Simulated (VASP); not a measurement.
# Al (a cell with a defect) in VASP: notebook, part 2 of 2

VASP 6.6.1.

## 3. Single point, PBE+D3(BJ)

File INCAR:

```
PREC = Accurate
ENCUT = 520
EDIFF = 1E-6
ISMEAR = -1
SIGMA = 0.05
LREAL = Auto
LASPH = T
NELM = 60
ALGO = Normal
ISIF = 2
LWAVE = F
LCHARG = F
GGA = PE
IVDW = 12
NBANDS = 68
```

File KPOINTS:

```
regular mesh
0
Gamma
  3 3 3
```

File POSCAR:

```
Al
1.0
    8.1000000000      0.0000000000      0.0000000000
    0.0000000000      8.1000000000      0.0000000000
    0.0000000000      0.0000000000      8.1000000000
Al
31
Direct
    0.4995903704      0.0023065432      0.0040385185
    0.7474380247      0.2500346914      0.0035646914
    0.7481797531      0.0019677778      0.2501037037
   -0.0014356790     -0.0010455556     -0.0012271605
    0.2490581481      0.2452009877     -0.0088344444
    0.5048155556      0.5008298765     -0.0101127160
    0.7507577778      0.7510974074     -0.0010571605
    0.2512407407      0.0041308642      0.2500793827
    0.2904796296      0.4614187654      0.2500813580
    0.7447845679      0.4979848148      0.2501370370
    0.4995586420      0.0022591358      0.4961727160
    0.7473581481      0.2500088889      0.4966102469
    0.7491527160      0.0004453086      0.7501076543
    0.0035408642      0.5010991358      0.0045998765
    0.2485814815      0.7461696296      0.0042255556
    0.0026512346      0.2514769136      0.2500935802
    0.4987501235      0.7477140741      0.2501317284
   -0.0014044444     -0.0009827160      0.5014006173
    0.2491362963      0.2452840741      0.5089497531
    0.5048933333      0.5009554321      0.5103846914
    0.7508104938      0.7511830864      0.5013214815
    0.2477245679     -0.0070587654      0.7500546914
    0.5014688889      0.2478656790      0.7500943210
    0.7576951852      0.5018892593      0.7501470370
    0.0009391358      0.7486377778      0.2501111111
    0.0034943210      0.5011049383      0.4956312346
    0.2485540741      0.7461104938      0.4959339506
   -0.0044282716      0.2502613580      0.7500530864
    0.2471883951      0.5020955556      0.7500964198
    0.4992323457      0.7548879012      0.7501622222
   -0.0003096296      0.7502651852      0.7501196296
```

Potentials or basis: VASP PAW PBE potentials, release 64 (Al).

On the command line:

```sh
$ cat potpaw_PBE.64/Al/POTCAR > POTCAR
$ mpirun -np 1 vasp_std > vasp.out
```

OUTCAR:

```text
PREC = Accurate
   ENCUT = 520
   EDIFF = 1E-6
   ISMEAR = -1
   LREAL = Auto
   LASPH = T
   NELM = 60
   ISIF = 2
   GGA = PE
   IVDW = 12
 IVDW          = 12

 ion  position               nearest neighbor table
   1  0.500  0.002  0.004-   5 2.83   8 2.83   3 2.83   2 2.84  23 2.86  17 2.87  30 2.87   7 2.88
                            13 2.88  22 2.90  15 2.90
   2  0.747  0.250  0.004-   6 2.83  10 2.83   3 2.83   1 2.84  23 2.86  28 2.87  16 2.87   4 2.88
                            13 2.88  24 2.90  14 2.90
   3  0.748  0.002  0.250-  12 2.83   2 2.83   1 2.83  11 2.83  18 2.87   4 2.87  21 2.88   7 2.88
                            17 2.89  16 2.89  25 2.90
   4  0.999  0.999  0.999-   7 2.84   5 2.85  31 2.85  22 2.85  13 2.85  28 2.86  25 2.87   3 2.87
                             2 2.88  15 2.88  16 2.89   8 2.89
   5  0.249  0.245  0.991-   9 2.75  22 2.83  23 2.83   1 2.83  28 2.83   4 2.85  29 2.85   8 2.87
                            14 2.87  16 2.90   6 2.93
   6  0.505  0.501  0.990-   9 2.75  24 2.82  23 2.82   2 2.83  30 2.83   7 2.84  29 2.85  10 2.87
                            15 2.88  17 2.91   5 2.93
   7  0.751  0.751  0.999-   4 2.84   6 2.84  31 2.85  24 2.85  13 2.85  30 2.87  25 2.87   3 2.88
[... 290 lines left out ...]
      3      -1.2159      2.00000
      4      -1.1674      2.00000
      5      -1.1672      2.00000
      6      -1.1128      2.00000
[... 843 lines left out ...]
     57       9.2654      0.00000
     58       9.5111      0.00000
 [bands above 58 left out]

------------------------ aborting loop because EDIFF is reached ----------------------------------------

 Edisp (eV)  -10.02567

 E8    (eV) :    -4.4828

  FORCE on cell =-STRESS in cart. coord.  units (eV):
  Direction    XX          YY          ZZ          XY          YZ          ZX
  --------------------------------------------------------------------------------------
  -------------------------------------------------------------------------------------
  Total     -14.33535   -14.30631   -12.99622     0.37256     0.00112    -0.00161
  in kB     -43.21791   -43.13037   -39.18072     1.12320     0.00337    -0.00484
  external pressure =      -41.84 kB  Pullay stress =        0.00 kB

 VOLUME and BASIS-vectors are now :
 -----------------------------------------------------------------------------
  energy-cutoff  :      520.00
  volume of cell :      531.44
      direct lattice vectors                 reciprocal lattice vectors
     8.100000000  0.000000000  0.000000000     0.123456790  0.000000000  0.000000000
     0.000000000  8.100000000  0.000000000     0.000000000  0.123456790  0.000000000
     0.000000000  0.000000000  8.100000000     0.000000000  0.000000000  0.123456790

 POSITION                                       TOTAL-FORCE (eV/Angst)
 -----------------------------------------------------------------------------------
      4.04668      0.01868      0.03271         0.006238     -0.015277     -0.005783
      6.05425      2.02528      0.02887         0.018529     -0.004364      0.001191
      6.06026      0.01594      2.02584         0.009383     -0.008085     -0.000523
      8.08837      8.09153      8.09006         0.013773     -0.018093     -0.002315
      2.01737      1.98613      8.02844         0.046236      0.007815      0.059345
      4.08901      4.05672      8.01809        -0.007438     -0.044886      0.072376
[... 23 lines left out ...]
      4.04378      6.11459      6.07631         0.007991     -0.047357     -0.000959
      8.09749      6.07715      6.07597         0.012452     -0.015865      0.000197
 -----------------------------------------------------------------------------------
    total drift:                               -0.008087      0.006339      0.000202

  FREE ENERGIE OF THE ION-ELECTRON SYSTEM (eV)
  ---------------------------------------------------
  free  energy   TOTEN  =      -125.8487296425 eV

  energy  without entropy=     -125.7648754845  energy(sigma->0) =     -125.80680256
```

stdout:

```text
POSCAR found type information on POSCAR Al
 POSCAR found :  1 types and      31 ions
 scaLAPACK will be used
 LDA part: xc-table for (Slater+PW92), standard interpolation
 POSCAR, INCAR and KPOINTS ok, starting setup
 FFT: planning ... GRIDC
 FFT: planning ... GRID_SOFT
 FFT: planning ... GRID
 WAVECAR not read
 entering main loop
```

It took 12 min on 1 thread of Oxide Virtual Turin-like, shared host; peak memory 0.6 GiB.

What came out:

```yaml
Free_energy: -125.8487 eV
Pressure: -4.2 GPa
Largest_force: 0.584 eV/Å
Band_gap_on_the_k_mesh: zero (an odd number of electrons rules out a gap without spin polarisation)
Dispersion_energy_per_atom: -0.323 eV
```

Forces on the atoms (eV/Å):
```
Al   0.006 -0.015 -0.006
Al   0.019 -0.004  0.001
Al   0.009 -0.008 -0.001
Al   0.014 -0.018 -0.002
Al   0.046  0.008  0.059
Al  -0.007 -0.045  0.072
Al   0.021 -0.011 -0.006
Al   0.004 -0.024  0.000
Al  -0.429  0.396  0.000
Al   0.032 -0.004 -0.001
Al   0.006 -0.014  0.005
Al   0.019 -0.004  0.000
Al   0.008 -0.010  0.002
Al   0.009 -0.014 -0.012
Al   0.018 -0.005 -0.008
Al  -0.014 -0.032  0.001
Al   0.031  0.008 -0.001
Al   0.013 -0.017  0.003
Al   0.045  0.007 -0.058
Al  -0.010 -0.047 -0.074
Al   0.020 -0.013  0.006
Al   0.012  0.001  0.000
Al   0.009 -0.008  0.000
Al  -0.006 -0.006 -0.002
Al   0.025 -0.025  0.001
Al   0.008 -0.014  0.012
Al   0.018 -0.003  0.009
Al   0.038 -0.005  0.001
Al   0.015 -0.008  0.000
Al   0.008 -0.047 -0.001
Al   0.012 -0.016  0.000
```

Stress tensor (GPa, compression positive):
```
-4.32  0.11  0.00
 0.11 -4.31  0.00
 0.00  0.00 -3.92
```
